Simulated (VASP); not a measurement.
# BaTe (Fm-3m) in VASP: further runs

Runs on BaTe. Level: PBE. Tasks: single point.

Everything below comes from runs of VASP 6.6.1. Logs are shortened: lines on timing, memory, paths and dates and some standing lists are left out, and cuts for length are marked.

## (1) The cell of the first run

Symmetry: Fm-3m, No. 225, cubic system. Conventional cell: a = 6.910 Å, b = 6.910 Å, c = 6.910 Å, α = 90.00°, β = 90.00°, γ = 90.00°. Ba (site symmetry m-3m) has 6 Te at 3.45 Å within 4.5 Å. Within 4.5 Å of Te (site symmetry m-3m) lie 6 Ba at 3.45 Å.

## (2) Single point, PBE

Input file INCAR:

```
SYSTEM = BaTe
PREC = Accurate
ENCUT = 500
EDIFF = 1E-6
ISMEAR = 0
SIGMA = 0.01
LREAL = .False.
LASPH = .True.
NELM = 120
ALGO = Normal
ISIF = 2
LWAVE = .False.
LCHARG = .True.
GGA = PE
LELF = .True.
LVHAR = .True.
NBANDS = 15
GGA_COMPAT = .False.
```

Input file KPOINTS:

```
Automatic mesh
0
Gamma
  4 4 4
  0 0 0
```

Input file POSCAR:

```
BaTe
1.0
    0.0000000000      3.4548735670      3.4548735670
    3.4548735670      0.0000000000      3.4548735670
    3.4548735670      3.4548735670      0.0000000000
Ba Te
1 1
Direct
    0.0000000000      0.0000000000      0.0000000000
    0.5000000000      0.5000000000      0.5000000000
```

Potentials or basis: VASP PAW PBE potentials, release 64 (Ba_sv, Te).

On the command line:

```
> cat potpaw_PBE.64/Ba_sv/POTCAR potpaw_PBE.64/Te/POTCAR > POTCAR
> mpirun -np 1 vasp_std > vasp.out
```

OUTCAR:

```text
SYSTEM = BaTe
   PREC = Accurate
   ENCUT = 500
   EDIFF = 1E-6
   ISMEAR = 0
   LREAL = .False.
   LASPH = .True.
   NELM = 120
   ISIF = 2
   GGA = PE

 ion  position               nearest neighbor table
   1  0.000  0.000  0.000-   2 3.45   2 3.45   2 3.45   2 3.45   2 3.45   2 3.45
   2  0.500  0.500  0.500-   1 3.45   1 3.45   1 3.45   1 3.45   1 3.45   1 3.45

  LATTYP: Found a face centered cubic cell.
 ALAT       =     6.9097471340

  Lattice vectors:

 A1 = (   0.0000000000,   3.4548735670,   3.4548735670)
 A2 = (   3.4548735670,   0.0000000000,   3.4548735670)
 A3 = (   3.4548735670,   3.4548735670,   0.0000000000)

Analysis of symmetry for initial positions (statically):
=====================================================================
 Subroutine PRICEL returns:
 Original cell was already a primitive cell.

 Routine SETGRP: Setting up the symmetry group for a
 face centered cubic supercell.

 Subroutine GETGRP returns: Found 48 space group operations
 (whereof 48 operations were pure point group operations)
 out of a pool of 48 trial point group operations.

The static configuration has the point symmetry O_h .

Analysis of symmetry for dynamics (positions and initial velocities):
=====================================================================
 Subroutine PRICEL returns:
 Original cell was already a primitive cell.

 Routine SETGRP: Setting up the symmetry group for a
 face centered cubic supercell.

 Subroutine GETGRP returns: Found 48 space group operations
 (whereof 48 operations were pure point group operations)
 out of a pool of 48 trial point group operations.

The dynamic configuration has the point symmetry O_h .

 Subroutine INISYM returns: Found 48 space group operations
 (whereof 48 operations are pure point group operations),
 and found     1 'primitive' translations

----------------------------------------------------------------------------------------

                                     Primitive cell

  volume of cell :      82.4758

  direct lattice vectors                    reciprocal lattice vectors
     0.000000000  3.454873567  3.454873567    -0.144723096  0.144723096  0.144723096
     3.454873567  0.000000000  3.454873567     0.144723096 -0.144723096  0.144723096
     3.454873567  3.454873567  0.000000000     0.144723096  0.144723096 -0.144723096

  length of vectors
     4.885929055  4.885929055  4.885929055     0.250667756  0.250667756  0.250667756

  position of ions in fractional coordinates (direct lattice)
     0.000000000  0.000000000  0.000000000
     0.500000000  0.500000000  0.500000000

  ion indices of the primitive-cell ions
   primitive index   ion index
                 1           1
                 2           2

----------------------------------------------------------------------------------------

 KPOINTS: Automatic mesh

Automatic generation of k-mesh.
 Grid dimensions read from file:
 generate k-points for:    4    4    4

 Generating k-lattice:

  Cartesian coordinates                     Fractional coordinates (reciprocal lattice)
    -0.036180774  0.036180774  0.036180774     0.250000000  0.000000000  0.000000000
     0.036180774 -0.036180774  0.036180774     0.000000000  0.250000000  0.000000000
     0.036180774  0.036180774 -0.036180774     0.000000000  0.000000000  0.250000000

  Length of vectors
     0.062666939  0.062666939  0.062666939

  Shift w.r.t. Gamma in fractional coordinates (k-lattice)
     0.000000000  0.000000000  0.000000000

 Subroutine IBZKPT returns following result:
 ===========================================

 Found      8 irreducible k-points:

 Following reciprocal coordinates:
            Coordinates               Weight
  0.000000  0.000000  0.000000      1.000000
  0.250000  0.000000  0.000000      8.000000
  0.500000  0.000000  0.000000      4.000000
  0.250000  0.250000  0.000000      6.000000
  0.500000  0.250000  0.000000     24.000000
 -0.250000  0.250000  0.000000     12.000000
  0.500000  0.500000  0.000000      3.000000
 -0.250000  0.500000  0.250000      6.000000
   k-points           NKPTS =      8   k-points in BZ     NKDIM =      8   number of bands    NBANDS=     15
   number of dos      NEDOS =    301   number of ions     NIONS =      2
   total plane-waves  NPLWV =  46656
   dimension x,y,z NGX =    36 NGY =   36 NGZ =   36
   dimension x,y,z NGXF=    72 NGYF=   72 NGZF=   72
   ions per type =               1   1
   NGX,Y,Z   is equivalent  to a cutoff of  12.25, 12.25, 12.25 a.u.
   NGXF,Y,Z  is equivalent  to a cutoff of  24.50, 24.50, 24.50 a.u.
 SYSTEM =  BaTe
   PREC   = accura    normal or accurate (medium, high low for compatibility)
   ISTART =      0    job   : 0-new  1-cont  2-samecut
   ICHARG =      2    charge: 1-file 2-atom 10-const
   ISPIN  =      1    spin polarized calculation?
   LNONCOLLINEAR =      F non collinear calculations
   LSORBIT =      F    spin-orbit coupling
   LASPH  =      T    aspherical Exc in radial PAW
   ENCUT  =  500.0 eV  36.75 Ry    6.06 a.u.   8.91  8.91  8.91*2*pi/ulx,y,z
   NELM   =    120;   NELMIN=  2; NELMDL= -5     # of ELM steps
   EDIFF  = 0.1E-05   stopping-criterion for ELM
   LREAL  =      F    real-space projection
   EDIFFG = 0.1E-04   stopping-criterion for IOM
   NSW    =      0    number of steps for IOM
   IBRION =     -1    ionic relax: 0-MD 1-quasi-New 2-CG
   NFREE  =      0    steps in history (QN), initial steepest desc. (CG)
   ISIF   =      2    stress and relaxation
   ISYM   =      2    0-nonsym 1-usesym 2-fastsym
   POTIM  = 0.5000    time-step for ionic-motion
   TEBEG  =    0.0;   TEEND  =   0.0 temperature during run
   PSTRESS=    0.0 pullay stress
   NELECT =      16.0000    total number of electrons
   NUPDOWN=      -1.0000    fix difference up-down
   EMIN   =  10.00;   EMAX   =-10.00  energy-range for DOS
   EFERMI =   0.00;   METHOD = LEGACY
   ISMEAR =     0;   SIGMA  =   0.01  broadening in eV -4-tet -1-fermi 0-gaus
   EFERMI_NEDOS =   21; number of points for ismear=-14 and -15
   IALGO  =     38    algorithm
   IMIX   =      4    mixing-type and parameters
     AMIX     =   0.40;   BMIX     =  1.00
     AMIX_MAG =   1.60;   BMIX_MAG =  1.00
  volume/ion in A,a.u.               =      41.24       278.29
  Fermi-wavevector in a.u.,A,eV,Ry     =   0.947704  1.790901 12.219973  0.898143
  Thomas-Fermi vector in A             =   2.075823
   LORBIT       =      0    0 simple, 1 ext, 2 COOP (PROOUT), +10 PAW based schemes
   GGA     = PE    functional components
   LHFCALC =     F    Hartree Fock is set to
   AEXX    =    0.0000 exact exchange contribution
   IVDW    =     0    specifies the selected vdW correction
   LEPSILON=     F    determine dielectric tensor
   LRPA    =     F    only Hartree local field effects (RPA)
 non-spin polarized calculation
 Gauss-broadening in eV      SIGMA  =   0.01
  energy-cutoff  :      500.00
  volume of cell :       82.48
 maximum number of plane-waves:      2120
   NGX = 17   NGY = 17   NGZ = 17

 number of electron      16.0000000 magnetization

 Free energy of the ion-electron system (eV)
  ---------------------------------------------------
  ext. energy  EPLUGINS =         0.00000000
  ---------------------------------------------------
  free energy    TOTEN  =        -8.56857339 eV

  energy without entropy =       -8.56857339  energy(sigma->0) =       -8.56857339

 E-fermi :   2.6375     XC(G=0):  -8.4002

 val. band max:        2.5384629966   @ k =   0.0000   0.0000   0.0000
 cond. band min:       3.9597617303   @ k =   0.5000   0.5000   0.0000
 fundamental gap:      1.4212987337
 Fermi energy:         2.6375449650

 k-point     1 :       0.0000    0.0000    0.0000
  band No.  band energies     occupation
      1     -24.3969      2.00000
      2      -9.5587      2.00000
      3      -9.5587      2.00000
      4      -9.5587      2.00000
      5      -7.0902      2.00000
      6       2.5385      2.00000
      7       2.5385      2.00000
      8       2.5385      2.00000
      9       5.4281      0.00000
     10       5.4281      0.00000
     11       5.4281      0.00000
     12       5.6000      0.00000
     13       6.0868      0.00000
     14       6.0868      0.00000
     15       9.5206      0.00000

 k-point     2 :       0.2500    0.0000    0.0000
  band No.  band energies     occupation
      1     -24.3887      2.00000
      2      -9.8373      2.00000
      3      -9.5651      2.00000
      4      -9.5651      2.00000
      5      -6.6482      2.00000
      6       1.1057      2.00000
      7       1.8113      2.00000
      8       1.8113      2.00000
      9       5.6519      0.00000
     10       6.1763      0.00000
     11       6.1763      0.00000
     12       7.5576      0.00000
     13       7.7170      0.00000
     14       7.7170      0.00000
     15      10.9505      0.00000

 k-point     3 :       0.5000    0.0000    0.0000
  band No.  band energies     occupation
      1     -24.3804      2.00000
      2     -10.0605      2.00000
      3      -9.5713      2.00000
      4      -9.5713      2.00000
      5      -6.2391      2.00000
      6       0.1874      2.00000
      7       1.3248      2.00000
      8       1.3248      2.00000
      9       6.7780      0.00000
     10       7.3784      0.00000
     11       7.4969      0.00000
     12       7.4969      0.00000
     13       9.5806      0.00000
     14       9.5806      0.00000
     15      10.2490      0.00000
[... 55 lines left out ...]
 k-point     7 :       0.5000    0.5000    0.0000
  band No.  band energies     occupation
      1     -24.3751      2.00000
      2      -9.8041      2.00000
      3      -9.6567      2.00000
      4      -9.6567      2.00000
      5      -6.8714      2.00000
      6       1.3913      2.00000
      7       2.1548      2.00000
      8       2.1548      2.00000
      9       3.9598      0.00000
     10       7.0206      0.00000
     11       7.3515      0.00000
     12       8.3021      0.00000
     13       8.4001      0.00000
     14       8.4001      0.00000
     15      10.5318      0.00000

 k-point     8 :      -0.2500    0.5000    0.2500
  band No.  band energies     occupation
      1     -24.3751      2.00000
      2      -9.7424      2.00000
      3      -9.7307      2.00000
      4      -9.7307      2.00000
      5      -6.6263      2.00000
      6       1.1813      2.00000
      7       1.5667      2.00000
      8       1.5667      2.00000
      9       6.0538      0.00000
     10       6.0538      0.00000
     11       7.4683      0.00000
     12       7.8189      0.00000
     13       8.4132      0.00000
     14      10.9849      0.00000
     15      10.9855      0.00000

------------------------ aborting loop because EDIFF is reached ----------------------------------------

  FORCE on cell =-STRESS in cart. coord.  units (eV):
  Direction    XX          YY          ZZ          XY          YZ          ZX
  --------------------------------------------------------------------------------------
  -------------------------------------------------------------------------------------
  Total        1.3683564      1.3683564      1.3683564      0.0000000     -0.0000000      0.0000000
  in kB       26.5817352     26.5817352     26.5817352      0.0000000     -0.0000000      0.0000000
  external PRESSURE =      26.5817352 kB  Pullay stress =       0.0000000 kB

 VOLUME and BASIS-vectors are now :
 -----------------------------------------------------------------------------
  energy-cutoff  :      500.00
  volume of cell :       82.48
      direct lattice vectors                 reciprocal lattice vectors
     0.000000000  3.454873567  3.454873567    -0.144723096  0.144723096  0.144723096
     3.454873567  0.000000000  3.454873567     0.144723096 -0.144723096  0.144723096
     3.454873567  3.454873567  0.000000000     0.144723096  0.144723096 -0.144723096

 POSITION                                       TOTAL-FORCE (eV/Angst)
 -----------------------------------------------------------------------------------
      0.00000      0.00000      0.00000         0.000000      0.000000      0.000000
      3.45487      3.45487      3.45487        -0.000000     -0.000000     -0.000000
 -----------------------------------------------------------------------------------
    total drift:                                0.000000      0.000000      0.000000

  FREE ENERGIE OF THE ION-ELECTRON SYSTEM (eV)
  ---------------------------------------------------
  free  energy   TOTEN  =        -8.5685733921 eV

  energy  without entropy=       -8.5685733921  energy(sigma->0) =       -8.56857339
```

Run time: 15 s. Hardware: 1 thread of Intel Xeon Platinum 8488C (Sapphire Rapids), shared host; peak memory 0.2 GiB.

Results:

* Free energy: -8.5686 eV
* Pressure: 2.7 GPa
* Band gap on the k mesh: 1.42 eV (least direct gap 1.80 eV)

Caveat: spin-orbit coupling is left out, which moves the levels of the heavy elements. Expect the measured gap to be larger: semilocal functionals such as PBE lack the derivative discontinuity.

(Part 1 of 2 ends here.)
